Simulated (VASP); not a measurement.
# Al2Au (P1) in VASP: single point with PBEsol

Aim: the single point of Al2Au with PBEsol.

All numbers are computed with VASP 6.6.1; they aren't measurements. Logs are shortened: lines on timing, memory, paths and dates and some standing lists are left out, and cuts for length are marked.

### Step 1. The cell of the first run

The typed cell holds 3 atoms: a = 4.142 Å, b = 4.112 Å, c = 4.253 Å, α = 60.83°, β = 61.32°, γ = 61.03°.

### Step 2. Single point, PBEsol (atoms moved at random and the cell strained at random)

File INCAR:

```
SYSTEM = Al2Au
ALGO = Fast ; EDIFF = 1E-6
ENCUT = 520 ; GGA = PS
ISIF = 2 ; ISMEAR = 0
LASPH = .True. ; LCHARG = .False.
LREAL = .False. ; LWAVE = .False.
NBANDS = 16 ; NELM = 100
PREC = Accurate ; SIGMA = 0.1
```

File KPOINTS:

```
k-points
0
Gamma
  12 12 10
  0 0 0
```

File POSCAR:

```
Al2Au
1.0
   -0.0383700000      2.9460000000      2.9108400000
    2.9304600000     -0.0117000000      2.8841700000
    3.0120900000      3.0009600000     -0.0933300000
Al Au
2 1
Direct
    0.3074250000      0.1926550000      0.1986616667
    0.7063933333      0.7982100000      0.7519533333
   -0.0138183333      0.0091350000      0.0493850000
```

Potentials or basis: VASP PAW PBE potentials, release 64 (Al, Au).

Launch:

```
cat potpaw_PBE.64/Al/POTCAR potpaw_PBE.64/Au/POTCAR > POTCAR
mpirun -np 1 vasp_std > vasp.out
```

OUTCAR:

```text
SYSTEM = Al2Au
   EDIFF = 1E-6
   ENCUT = 520
   GGA = PS
   ISIF = 2
   ISMEAR = 0
   LASPH = .True.
   LREAL = .False.
   NELM = 100
   PREC = Accurate

 ion  position               nearest neighbor table
   1  0.307  0.193  0.199-   3 2.23   3 2.36   2 2.52   3 2.80   2 2.88   2 2.98   2 2.99   3 3.02
                             2 3.15
   2  0.706  0.798  0.752-   3 2.48   3 2.49   1 2.52   3 2.67   3 2.69   1 2.88   1 2.98   1 2.99
                             1 3.15
   3  0.986  0.009  0.049-   1 2.23   1 2.36   2 2.48   2 2.49   2 2.67   2 2.69   1 2.80   1 3.02

  LATTYP: Found a triclinic cell.
 ALAT       =     4.1117112363
 B/A-ratio  =     1.0192305747
 C/A-ratio  =     1.0343381765
 COS(alpha) =     0.0038676412
 COS(beta)  =     0.4873715589
 COS(gamma) =     0.5024420418

  Lattice vectors:

 A1 = (   2.9304600000,  -0.0117000000,   2.8841700000)
 A2 = (   2.9688300000,  -2.9577000000,  -0.0266700000)
 A3 = (   3.0120900000,   3.0009600000,  -0.0933300000)

Analysis of symmetry for initial positions (statically):
=====================================================================
 Subroutine PRICEL returns:
 Original cell was already a primitive cell.

 Routine SETGRP: Setting up the symmetry group for a
 triclinic supercell.

 Subroutine GETGRP returns: Found  1 space group operations
 (whereof  1 operations were pure point group operations)
 out of a pool of  2 trial point group operations.

The static configuration has the point symmetry C_1 .

Analysis of symmetry for dynamics (positions and initial velocities):
=====================================================================
 Subroutine PRICEL returns:
 Original cell was already a primitive cell.

 Routine SETGRP: Setting up the symmetry group for a
 triclinic supercell.

 Subroutine GETGRP returns: Found  1 space group operations
 (whereof  1 operations were pure point group operations)
 out of a pool of  2 trial point group operations.

The dynamic configuration has the point symmetry C_1 .

 Subroutine INISYM returns: Found  1 space group operations
 (whereof  1 operations are pure point group operations),
 and found     1 'primitive' translations

----------------------------------------------------------------------------------------

                                     Primitive cell

  volume of cell :      52.4319

  direct lattice vectors                    reciprocal lattice vectors
    -0.038370000  2.946000000  2.910840000    -0.165055806  0.170905160  0.168398197
     2.930460000 -0.011700000  2.884170000     0.171847051 -0.167152701  0.171436983
     3.012090000  3.000960000 -0.093330000     0.162702940  0.164799835 -0.164645739

  length of vectors
     4.141663647  4.111711236  4.252899902     0.291221472  0.294723724  0.284146884

  position of ions in fractional coordinates (direct lattice)
     0.307425000  0.192655000  0.198661667
     0.706393333  0.798210000  0.751953333
     0.986181667  0.009135000  0.049385000

  ion indices of the primitive-cell ions
   primitive index   ion index
                 1           1
                 2           2
                 3           3

----------------------------------------------------------------------------------------

 KPOINTS: k-points

Automatic generation of k-mesh.
 Grid dimensions read from file:
 generate k-points for:   12   12   10

 Generating k-lattice:

  Cartesian coordinates                     Fractional coordinates (reciprocal lattice)
    -0.013754651  0.014242097  0.014033183     0.083333333  0.000000000  0.000000000
     0.014320588 -0.013929392  0.014286415    -0.000000000  0.083333333 -0.000000000
     0.016270294  0.016479984 -0.016464574    -0.000000000  0.000000000  0.100000000

  Length of vectors
     0.024268456  0.024560310  0.028414688

  Shift w.r.t. Gamma in fractional coordinates (k-lattice)
     0.000000000  0.000000000  0.000000000

 Subroutine IBZKPT returns following result:
 ===========================================

 Found    724 irreducible k-points:

 Following reciprocal coordinates:
            Coordinates               Weight
  0.000000  0.000000  0.000000      1.000000
  0.083333  0.000000  0.000000      2.000000
  0.166667  0.000000  0.000000      2.000000
  0.250000  0.000000  0.000000      2.000000
  0.333333  0.000000  0.000000      2.000000
  0.416667  0.000000  0.000000      2.000000
[... 16 lines left out ...]
  0.250000  0.166667  0.000000      2.000000
  0.333333  0.166667  0.000000      2.000000
 [... further k-points ...]
   k-points           NKPTS =    724   k-points in BZ     NKDIM =    724   number of bands    NBANDS=     16
   number of dos      NEDOS =    301   number of ions     NIONS =      3
   total plane-waves  NPLWV =  32768
   dimension x,y,z NGX =    32 NGY =   32 NGZ =   32
   dimension x,y,z NGXF=    64 NGYF=   64 NGZF=   64
   ions per type =               2   1
   NGX,Y,Z   is equivalent  to a cutoff of  12.84, 12.94, 12.51 a.u.
   NGXF,Y,Z  is equivalent  to a cutoff of  25.69, 25.88, 25.02 a.u.
 SYSTEM =  Al2Au
   PREC   = accura    normal or accurate (medium, high low for compatibility)
   ISTART =      0    job   : 0-new  1-cont  2-samecut
   ICHARG =      2    charge: 1-file 2-atom 10-const
   ISPIN  =      1    spin polarized calculation?
   LNONCOLLINEAR =      F non collinear calculations
   LSORBIT =      F    spin-orbit coupling
   LASPH  =      T    aspherical Exc in radial PAW
   ENCUT  =  520.0 eV  38.22 Ry    6.18 a.u.   7.70  7.65  7.91*2*pi/ulx,y,z
   NELM   =    100;   NELMIN=  2; NELMDL= -5     # of ELM steps
   EDIFF  = 0.1E-05   stopping-criterion for ELM
   LREAL  =      F    real-space projection
   EDIFFG = 0.1E-04   stopping-criterion for IOM
   NSW    =      0    number of steps for IOM
   IBRION =     -1    ionic relax: 0-MD 1-quasi-New 2-CG
   NFREE  =      0    steps in history (QN), initial steepest desc. (CG)
   ISIF   =      2    stress and relaxation
   ISYM   =      2    0-nonsym 1-usesym 2-fastsym
   POTIM  = 0.5000    time-step for ionic-motion
   TEBEG  =    0.0;   TEEND  =   0.0 temperature during run
   PSTRESS=    0.0 pullay stress
   NELECT =      17.0000    total number of electrons
   NUPDOWN=      -1.0000    fix difference up-down
   EMIN   =  10.00;   EMAX   =-10.00  energy-range for DOS
   EFERMI =   0.00;   METHOD = LEGACY
   ISMEAR =     0;   SIGMA  =   0.10  broadening in eV -4-tet -1-fermi 0-gaus
   EFERMI_NEDOS =   21; number of points for ismear=-14 and -15
   IALGO  =     68    algorithm
   IMIX   =      4    mixing-type and parameters
     AMIX     =   0.40;   BMIX     =  1.00
     AMIX_MAG =   1.60;   BMIX_MAG =  1.00
  volume/ion in A,a.u.               =      17.48       117.94
  Fermi-wavevector in a.u.,A,eV,Ry     =   1.124672  2.125322 17.209842  1.264888
  Thomas-Fermi vector in A             =   2.261345
   LORBIT       =      0    0 simple, 1 ext, 2 COOP (PROOUT), +10 PAW based schemes
   GGA     = PS    functional components
   LHFCALC =     F    Hartree Fock is set to
   AEXX    =    0.0000 exact exchange contribution
   IVDW    =     0    specifies the selected vdW correction
   LEPSILON=     F    determine dielectric tensor
   LRPA    =     F    only Hartree local field effects (RPA)
 non-spin polarized calculation
 RMM-DIIS sequential band-by-band and
 Gauss-broadening in eV      SIGMA  =   0.10
  energy-cutoff  :      520.00
  volume of cell :       52.43
 maximum number of plane-waves:      1430
   NGX = 15   NGY = 15   NGZ = 15

 number of electron      17.0000001 magnetization

 Free energy of the ion-electron system (eV)
  ---------------------------------------------------
  ext. energy  EPLUGINS =         0.00000000
  ---------------------------------------------------
  free energy    TOTEN  =       -12.43376640 eV

  energy without entropy =      -12.42997501  energy(sigma->0) =      -12.43187071

 E-fermi :   8.0441     XC(G=0): -10.7338

 val. band max:        8.0364284786   @ k =   0.0833  -0.0833   0.4000
 cond. band min:       8.0480108675   @ k =   0.0000   0.5000   0.1000
 fundamental gap:      0.0115823889
 Fermi energy:         8.0441385699

 k-point     1 :       0.0000    0.0000    0.0000
  band No.  band energies     occupation
      1      -2.9076      2.00000
      2       0.8846      2.00000
      3       0.9531      2.00000
      4       1.4471      2.00000
      5       1.9862      2.00000
      6       2.2303      2.00000
[... 8 lines left out ...]
     15      14.3220      0.00000
     16      14.5247      0.00000

 k-point     2 :       0.0833    0.0000    0.0000
  band No.  band energies     occupation
      1      -2.8072      2.00000
      2       0.8972      2.00000
      3       0.9422      2.00000
      4       1.4726      2.00000
      5       1.9730      2.00000
      6       2.2172      2.00000
[... 8 lines left out ...]
     15      14.0935      0.00000
     16      14.7170      0.00000

 k-point     3 :       0.1667    0.0000    0.0000
  band No.  band energies     occupation
      1      -2.5084      2.00000
      2       0.8204      2.00000
      3       1.0293      2.00000
      4       1.5349      2.00000
      5       1.9483      2.00000
      6       2.1832      2.00000
[... 8 lines left out ...]
     15      14.3797      0.00000
     16      14.7557      0.00000

 k-point     4 :       0.2500    0.0000    0.0000
  band No.  band energies     occupation
      1      -2.0213      2.00000
      2       0.7092      2.00000
      3       1.1698      2.00000
      4       1.5868      2.00000
      5       1.9576      2.00000
      6       2.1428      2.00000
[... 8 lines left out ...]
     15      14.9839      0.00000
     16      15.3843      0.00000
[... 324 lines left out ...]
 k-point    22 :       0.1667    0.1667    0.0000
  band No.  band energies     occupation
      1      -2.4067      2.00000
      2       0.8759      2.00000
      3       1.0157      2.00000
      4       1.4722      2.00000
      5       1.8906      2.00000
      6       2.2752      2.00000
[... 8 lines left out ...]
     15      15.0035      0.00000
     16      15.3020      0.00000

 k-point    23 :       0.2500    0.1667    0.0000
  band No.  band energies     occupation
      1      -2.0262      2.00000
      2       0.7576      2.00000
      3       1.1390      2.00000
      4       1.5743      2.00000
      5       1.8177      2.00000
      6       2.2596      2.00000
[... 8 lines left out ...]
     15      15.4005      0.00000
     16      16.2867      0.00000

 k-point    24 :       0.3333    0.1667    0.0000
  band No.  band energies     occupation
      1      -1.4676      2.00000
      2       0.6525      2.00000
      3       1.2776      2.00000
      4       1.6298      2.00000
      5       1.8093      2.00000
      6       2.2284      2.00000
[... 8 lines left out ...]
     15      16.0158      0.00000
     16      17.3042      0.00000

 [... further k-points ...]

------------------------ aborting loop because EDIFF is reached ----------------------------------------

  FORCE on cell =-STRESS in cart. coord.  units (eV):
  Direction    XX          YY          ZZ          XY          YZ          ZX
  --------------------------------------------------------------------------------------
  -------------------------------------------------------------------------------------
  Total        4.4887242      4.2908320      4.6111650      0.9254852      4.9654571      0.1393509
  in kB      137.1633375    131.1162837    140.9048000     28.2803376    151.7310133      4.2581901
  external PRESSURE =     136.3948071 kB  Pullay stress =       0.0000000 kB

 VOLUME and BASIS-vectors are now :
 -----------------------------------------------------------------------------
  energy-cutoff  :      520.00
  volume of cell :       52.43
      direct lattice vectors                 reciprocal lattice vectors
    -0.038370000  2.946000000  2.910840000    -0.165055806  0.170905160  0.168398197
     2.930460000 -0.011700000  2.884170000     0.171847051 -0.167152701  0.171436983
     3.012090000  3.000960000 -0.093330000     0.162702940  0.164799835 -0.164645739

 POSITION                                       TOTAL-FORCE (eV/Angst)
 -----------------------------------------------------------------------------------
      1.15116      1.49960      1.43197         3.699818      0.812877      0.941368
      4.57697      4.32828      4.28819        -1.240558      0.854902      0.020270
      0.13768      3.05339      2.89235        -2.459259     -1.667779     -0.961638
 -----------------------------------------------------------------------------------
    total drift:                               -0.001192     -0.000615     -0.000162

  FREE ENERGIE OF THE ION-ELECTRON SYSTEM (eV)
  ---------------------------------------------------
  free  energy   TOTEN  =       -12.4337664014 eV

  energy  without entropy=      -12.4299750136  energy(sigma->0) =      -12.43187071
```

Run time: 5.6 min. Hardware: 1 thread of Intel Xeon Platinum 8488C (Sapphire Rapids), shared host; peak memory 0.66 GiB.

Results:

* Free energy: -12.4338 eV
* Pressure: 13.6 GPa
* Largest force: 3.903 eV/Å
* Band gap on the k mesh: zero (an odd number of electrons rules out a gap without spin polarisation)

Forces in eV/Å, atoms in the order of the input:
```
Al   3.700  0.813  0.941
Al  -1.241  0.855  0.020
Au  -2.459 -1.668 -0.962
```

Caveat: the cell differs from its parent crystal (atoms moved at random and the cell strained at random); the cell stands under pressure; the PAW data sets were made with another functional, which shifts forces and pressure a little; spin-orbit coupling is left out, which moves the levels of the heavy elements.
